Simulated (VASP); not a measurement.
Runs of VASP 6.6.1 on CuO. The cells are those of the table. 

```tsv
level	potentials or basis	U	cell	k mesh	gap on the mesh (eV)	pressure (GPa)	largest force (eV/Å)
LDA	VASP PAW LDA potentials, release 64 (Cu, O)	-	a = 2.948, b = 2.778, c = 5.419 Å, angles 74.9, 74.3, 66.2°, 4 atoms	10 × 10 × 5	none	-12.4	1.71
BLYP	VASP PAW PBE potentials, release 64 (Cu, O)	-	a = 2.948, b = 2.778, c = 5.419 Å, angles 74.9, 74.3, 66.2°, 4 atoms	10 × 10 × 5	none	11.2	2.04
LDA	VASP PAW LDA potentials, release 64 (Cu, O)	-	a = 2.927, b = 2.759, c = 5.381 Å, angles 74.9, 74.3, 66.2°, 4 atoms	10 × 10 × 5	none	(b)	(a)
r2SCAN	VASP PAW PBE potentials, release 64 (Cu, O)	-	a = 2.988, b = 2.816, c = 5.493 Å, angles 74.9, 74.3, 66.2°, 4 atoms	10 × 10 × 5	none	-10.2	(c)
LDA+U	VASP PAW LDA potentials, release 64 (Cu, O)	Cu d U = 4.5 eV	a = 2.988, b = 2.816, c = 5.493 Å, angles 74.9, 74.3, 66.2°, 4 atoms	10 × 10 × 5	none	-21.0	1.28
PBE	VASP PAW PBE potentials, release 64 (Cu, O)	-	a = 2.988, b = 2.816, c = 5.493 Å, angles 74.9, 74.3, 66.2°, 4 atoms	4 × 5 × 3	none	-3.5	1.75
BLYP	VASP PAW PBE potentials, release 64 (Cu, O)	-	a = 2.968, b = 2.797, c = 5.456 Å, angles 74.9, 74.3, 66.2°, 4 atoms	10 × 10 × 5	none	7.2	1.91
BLYP	VASP PAW PBE potentials, release 64 (Cu, O)	-	a = 2.927, b = 2.759, c = 5.381 Å, angles 74.9, 74.3, 66.2°, 4 atoms	10 × 10 × 5	none	15.6	2.19
```

Alike in all rows: task single point; no spin polarisation; cutoff (eV) 520; smearing fermi-dirac 0.05 eV.

Problem. Fill in the values left out.

Solution. (a) 1.85; (b) -8.9; (c) 1.69.

Caveats: some runs use coarse meshes; semilocal functionals often make such compounds metallic where correlation or magnetic order opens a gap, which also shifts bond lengths (some runs); forces of over 1 eV/Å act on the atoms, so gaps and moduli don't describe the material at rest (some runs); the PAW data sets were made with another functional, which shifts forces and pressure a little (some runs); U without spin polarisation on a metal has little footing (some runs).

A gap of «none» marks levels without a gap at the run's occupations.
